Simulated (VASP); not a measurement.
# WS2 (R-3m) in VASP: single point with PBE+D3(BJ)

Aim: the single point of WS2 with PBE+D3(BJ).

All numbers are computed with VASP 6.6.1; they aren't measurements. Logs are shortened: lines on timing, memory, paths and dates and some standing lists are left out, and cuts for length are marked.

### Step 1. The cell of the first run

Symmetry: R-3m, No. 166, trigonal system. Conventional cell: a = 3.154 Å, b = 3.154 Å, c = 36.420 Å, α = 90.00°, β = 90.00°, γ = 120.00°. Within 3.2 Å of W (site symmetry 3m) lie 6 S at 2.41 Å and 6 W at 3.15 Å. S (site symmetry 3m) has 3 W at 2.41 Å and 7 S at 3.15 Å within 3.2 Å. Within 3.2 Å of S (site symmetry 3m) lie 3 W at 2.41 Å and 7 S at 3.15 Å.

### Step 2. Single point, PBE+D3(BJ) (the part above a cut slid along it)

INCAR

```
PREC = Accurate
ENCUT = 520
EDIFF = 1E-6
ISMEAR = 0
SIGMA = 0.05
LREAL = F
LASPH = T
NELM = 80
ALGO = Normal
ISIF = 2
LWAVE = F
LCHARG = F
GGA = PE
IVDW = 12
NBANDS = 35
```

KPOINTS

```
Automatic mesh
0
Gamma
  10 10 3
```

POSCAR

```
WS2
1.0
   -3.1542061832      0.0000000000      0.0000000000
   -1.5771030916     -2.7316226834      0.0000000000
   -1.5769453813     -0.9104498404     12.1399091344
W S
2 4
Direct
    0.2500083333      0.2500083333      0.2500000000
    0.4166916667      0.4166916667      0.7500000000
    0.1265915360      0.1265915360      0.6202874207
    0.6265748693      0.6265748693      0.1202874207
    0.0401251307      0.0401251307      0.8797125793
    0.5401084640      0.5401084640      0.3797125793
```

Potentials or basis: VASP PAW PBE potentials, release 64 (W_sv, S).

Launch:

```console
> cat potpaw_PBE.64/W_sv/POTCAR potpaw_PBE.64/S/POTCAR > POTCAR
> mpirun -np 1 vasp_std > vasp.out
```

OUTCAR:

```text
PREC = Accurate
   ENCUT = 520
   EDIFF = 1E-6
   ISMEAR = 0
   LREAL = F
   LASPH = T
   NELM = 80
   ISIF = 2
   GGA = PE
   IVDW = 12
 IVDW          = 12

 ion  position               nearest neighbor table
   1  0.250  0.250  0.250-   6 2.41   6 2.41   4 2.41   4 2.41   4 2.41   6 2.41
   2  0.417  0.417  0.750-   3 2.41   3 2.41   5 2.41   5 2.41   5 2.41   3 2.41
   3  0.127  0.127  0.620-   2 2.41   2 2.41   2 2.41
   4  0.627  0.627  0.120-   1 2.41   1 2.41   1 2.41
   5  0.040  0.040  0.880-   2 2.41   2 2.41   2 2.41
   6  0.540  0.540  0.380-   1 2.41   1 2.41   1 2.41

  LATTYP: Found a trigonal (rhomboedric) cell.
 ALAT       =    12.2757105472
 COS(alpha) =     0.9669892456

  Lattice vectors:

 A1 = (  -1.5769453813,  -0.9104498404,  12.1399091344)
 A2 = (   1.5772608019,  -0.9104498404,  12.1399091344)
 A3 = (   0.0001577103,   1.8211728430,  12.1399091344)

Analysis of symmetry for initial positions (statically):
=====================================================================
 Subroutine PRICEL returns:
 Original cell was already a primitive cell.

 Routine SETGRP: Setting up the symmetry group for a
 trigonal (rhombohedral) supercell.

 Subroutine GETGRP returns: Found  4 space group operations
 (whereof  2 operations were pure point group operations)
 out of a pool of 12 trial point group operations.

The static configuration has the point symmetry C_1h.
 The point group associated with its full space group is C_2h.

Analysis of symmetry for dynamics (positions and initial velocities):
=====================================================================
 Subroutine PRICEL returns:
 Original cell was already a primitive cell.

 Routine SETGRP: Setting up the symmetry group for a
 trigonal (rhombohedral) supercell.

 Subroutine GETGRP returns: Found  4 space group operations
 (whereof  2 operations were pure point group operations)
 out of a pool of 12 trial point group operations.

The dynamic configuration has the point symmetry C_1h.
 The point group associated with its full space group is C_2h.

 Subroutine INISYM returns: Found  4 space group operations
 (whereof  2 operations are pure point group operations),
 and found     1 'primitive' translations

----------------------------------------------------------------------------------------

                                     Primitive cell

  volume of cell :     104.5987

  direct lattice vectors                    reciprocal lattice vectors
    -3.154206183  0.000000000  0.000000000    -0.317036979  0.183041385 -0.027454901
    -1.577103092 -2.731622683  0.000000000     0.000000000 -0.366082771 -0.027454901
    -1.576945381 -0.910449840 12.139909134     0.000000000  0.000000000  0.082372939

  length of vectors
     3.154206183  3.154206183 12.275710547     0.367110837  0.367110837  0.082372939

  position of ions in fractional coordinates (direct lattice)
     0.250008333  0.250008333  0.250000000
     0.416691667  0.416691667  0.750000000
     0.126591536  0.126591536  0.620287421
     0.626574869  0.626574869  0.120287421
     0.040125131  0.040125131  0.879712579
     0.540108464  0.540108464  0.379712579

  ion indices of the primitive-cell ions
   primitive index   ion index
                 1           1
                 2           2
                 3           3
                 4           4
                 5           5
                 6           6

----------------------------------------------------------------------------------------

 KPOINTS: Automatic mesh

Automatic generation of k-mesh.
 Grid dimensions read from file:
 generate k-points for:   10   10    3

 Generating k-lattice:

  Cartesian coordinates                     Fractional coordinates (reciprocal lattice)
    -0.031703698  0.018304139 -0.002745490     0.100000000 -0.000000000 -0.000000000
     0.000000000 -0.036608277 -0.002745490     0.000000000  0.100000000  0.000000000
     0.000000000  0.000000000  0.027457646     0.000000000  0.000000000  0.333333333

  Length of vectors
     0.036711084  0.036711084  0.027457646

  Shift w.r.t. Gamma in fractional coordinates (k-lattice)
     0.000000000  0.000000000  0.000000000

 -----------------------------------------------------------------------------
|                                                                             |
|           W    W    AA    RRRRR   N    N  II  N    N   GGGG   !!!           |
|           W    W   A  A   R    R  NN   N  II  NN   N  G    G  !!!           |
|           W    W  A    A  R    R  N N  N  II  N N  N  G       !!!           |
|           W WW W  AAAAAA  RRRRR   N  N N  II  N  N N  G  GGG   !            |
|           WW  WW  A    A  R   R   N   NN  II  N   NN  G    G                |
|           W    W  A    A  R    R  N    N  II  N    N   GGGG   !!!           |
|                                                                             |
|     Your reciprocal lattice and k-lattice belong to different lattice       |
|     classes:                                                                |
|                                                                             |
|        The reciprocal lattice is rhombohedral (trigonal),                   |
|        whereas your k-lattice is base-centered monoclinic.                  |
|                                                                             |
|     Results are often still useful ...                                      |
|                                                                             |
 -----------------------------------------------------------------------------

 WARNING: IBZKPT: internal override: KBLOWUP is changed to .FALSE.
      ... skipping the blow-up phase ...

 Subroutine IBZKPT returns following result:
 ===========================================

 Found     86 irreducible k-points:

 Following reciprocal coordinates:
            Coordinates               Weight
  0.000000  0.000000  0.000000      1.000000
  0.100000  0.000000  0.000000      4.000000
  0.200000  0.000000  0.000000      4.000000
  0.300000  0.000000  0.000000      4.000000
  0.400000  0.000000  0.000000      4.000000
  0.500000 -0.000000  0.000000      2.000000
[... 16 lines left out ...]
  0.300000  0.300000 -0.000000      2.000000
  0.400000  0.300000  0.000000      4.000000
 [... further k-points ...]
   k-points           NKPTS =     86   k-points in BZ     NKDIM =     86   number of bands    NBANDS=     35
   number of dos      NEDOS =    301   number of ions     NIONS =      6
   total plane-waves  NPLWV =  55296
   dimension x,y,z NGX =    24 NGY =   24 NGZ =   96
   dimension x,y,z NGXF=    48 NGYF=   48 NGZF=  192
   ions per type =               2   4
   NGX,Y,Z   is equivalent  to a cutoff of  12.65, 12.65, 13.00 a.u.
   NGXF,Y,Z  is equivalent  to a cutoff of  25.30, 25.30, 26.00 a.u.
 SYSTEM =  unknown system
   PREC   = accura    normal or accurate (medium, high low for compatibility)
   ISTART =      0    job   : 0-new  1-cont  2-samecut
   ICHARG =      2    charge: 1-file 2-atom 10-const
   ISPIN  =      1    spin polarized calculation?
   LNONCOLLINEAR =      F non collinear calculations
   LSORBIT =      F    spin-orbit coupling
   LASPH  =      T    aspherical Exc in radial PAW
   ENCUT  =  520.0 eV  38.22 Ry    6.18 a.u.   5.86  5.86 22.82*2*pi/ulx,y,z
   NELM   =     80;   NELMIN=  2; NELMDL= -5     # of ELM steps
   EDIFF  = 0.1E-05   stopping-criterion for ELM
   LREAL  =      F    real-space projection
   EDIFFG = 0.1E-04   stopping-criterion for IOM
   NSW    =      0    number of steps for IOM
   IBRION =     -1    ionic relax: 0-MD 1-quasi-New 2-CG
   NFREE  =      0    steps in history (QN), initial steepest desc. (CG)
   ISIF   =      2    stress and relaxation
   ISYM   =      2    0-nonsym 1-usesym 2-fastsym
   POTIM  = 0.5000    time-step for ionic-motion
   TEBEG  =    0.0;   TEEND  =   0.0 temperature during run
   PSTRESS=    0.0 pullay stress
   NELECT =      52.0000    total number of electrons
   NUPDOWN=      -1.0000    fix difference up-down
   EMIN   =  10.00;   EMAX   =-10.00  energy-range for DOS
   EFERMI =   0.00;   METHOD = LEGACY
   ISMEAR =     0;   SIGMA  =   0.05  broadening in eV -4-tet -1-fermi 0-gaus
   EFERMI_NEDOS =   21; number of points for ismear=-14 and -15
   IALGO  =     38    algorithm
   IMIX   =      4    mixing-type and parameters
     AMIX     =   0.40;   BMIX     =  1.00
     AMIX_MAG =   1.60;   BMIX_MAG =  1.00
  volume/ion in A,a.u.               =      17.43       117.64
  Fermi-wavevector in a.u.,A,eV,Ry     =   1.296882  2.450752 22.883686  1.681903
  Thomas-Fermi vector in A             =   2.428310
   LORBIT       =      0    0 simple, 1 ext, 2 COOP (PROOUT), +10 PAW based schemes
   GGA     = PE    functional components
   LHFCALC =     F    Hartree Fock is set to
   AEXX    =    0.0000 exact exchange contribution
   IVDW    =    12    specifies the selected vdW correction
   LEPSILON=     F    determine dielectric tensor
   LRPA    =     F    only Hartree local field effects (RPA)
 non-spin polarized calculation
 Gauss-broadening in eV      SIGMA  =   0.05
  energy-cutoff  :      520.00
  volume of cell :      104.60
 maximum number of plane-waves:      2840
   NGX = 11   NGY = 11   NGZ = 45

 number of electron      51.9999989 magnetization

 Free energy of the ion-electron system (eV)
  ---------------------------------------------------
  ext. energy  EPLUGINS =         0.00000000
  ---------------------------------------------------
  free energy    TOTEN  =       -47.16554421 eV

  energy without entropy =      -47.16554421  energy(sigma->0) =      -47.16554421

 E-fermi :   8.0133     XC(G=0): -11.0759

 val. band max:        7.7583345087   @ k =   0.0000   0.0000   0.0000
 cond. band min:       8.7297237240   @ k =  -0.2000   0.2000  -0.0000
 fundamental gap:      0.9713892153
 Fermi energy:         8.0133262616

 k-point     1 :       0.0000    0.0000    0.0000
  band No.  band energies     occupation
      1     -66.9149      2.00000
      2     -66.9149      2.00000
      3     -31.1743      2.00000
      4     -31.1742      2.00000
      5     -30.9937      2.00000
      6     -30.9937      2.00000
[... 901 lines left out ...]
     34      11.9270      0.00000
     35      13.9239      0.00000

 [... further k-points ...]

------------------------ aborting loop because EDIFF is reached ----------------------------------------

 Edisp (eV)   -2.61137

 E8    (eV) :    -1.0976

  FORCE on cell =-STRESS in cart. coord.  units (eV):
  Direction    XX          YY          ZZ          XY          YZ          ZX
  --------------------------------------------------------------------------------------
  -------------------------------------------------------------------------------------
  Total       0.15097     0.15109    -0.02331    -0.00011    -0.00013    -0.00023
  in kB       2.31241     2.31430    -0.35708    -0.00164    -0.00199    -0.00345
  external pressure =        1.42 kB  Pullay stress =        0.00 kB

 VOLUME and BASIS-vectors are now :
 -----------------------------------------------------------------------------
  energy-cutoff  :      520.00
  volume of cell :      104.60
      direct lattice vectors                 reciprocal lattice vectors
    -3.154206183  0.000000000  0.000000000    -0.317036979  0.183041385 -0.027454901
    -1.577103092 -2.731622683  0.000000000     0.000000000 -0.366082771 -0.027454901
    -1.576945381 -0.910449840 12.139909134     0.000000000  0.000000000  0.082372939

 POSITION                                       TOTAL-FORCE (eV/Angst)
 -----------------------------------------------------------------------------------
     -1.57710     -0.91054      3.03498        -0.000015     -0.000008     -0.044060
     -3.15421     -1.82108      9.10493         0.000015      0.000008      0.044060
     -1.57710     -0.91054      7.53023        -0.000058     -0.000034     -0.011948
     -3.15421     -1.82108      1.46028        -0.000077     -0.000044      0.059449
     -1.57710     -0.91054     10.67963         0.000077      0.000044     -0.059449
     -3.15421     -1.82108      4.60968         0.000058      0.000034      0.011948
 -----------------------------------------------------------------------------------
    total drift:                               -0.000000     -0.000000     -0.000000

  FREE ENERGIE OF THE ION-ELECTRON SYSTEM (eV)
  ---------------------------------------------------
  free  energy   TOTEN  =       -49.7769101713 eV

  energy  without entropy=      -49.7769101713  energy(sigma->0) =      -49.77691017
```

It took 6.4 min on 1 thread of Intel Xeon 8259CL, shared host; peak memory 0.4 GiB.

Results:

| Item | Value |
| --- | --- |
| Free energy | -49.7769 eV |
| Pressure | 0.1 GPa |
| Largest force | 0.059 eV/Å |
| Band gap on the k mesh | 0.97 eV (least direct gap 2.18 eV) |
| Dispersion energy per atom | -0.435 eV |

Forces in eV/Å, atoms in the order of the input:
```
W    0.000  0.000 -0.044
W    0.000  0.000  0.044
S    0.000  0.000 -0.012
S    0.000  0.000  0.059
S    0.000  0.000 -0.059
S    0.000  0.000  0.012
```

Levels at points of the mesh, in eV from the valence-band top:
```tsv
k point	band 22	band 23	band 24	band 25	band 26	band 27	band 28	band 29	band 30	band 31
(0.00, 0.00, 0.00)	-2.24	-2.24	-1.45	-1.33	0.00	2.18	2.18	2.29	2.29	2.30
(0.50, 0.00, 0.00)	-2.54	-1.93	-1.93	-1.85	-1.50	2.29	2.29	2.64	2.65	3.01
(0.50, 0.50, 0.00)	-2.77	-2.06	-1.80	-1.69	-1.55	2.26	2.32	2.53	2.80	3.27
```

Caveat: the cell differs from its parent crystal (the part above a cut slid along it); spin-orbit coupling is left out, which moves the levels of the heavy elements.
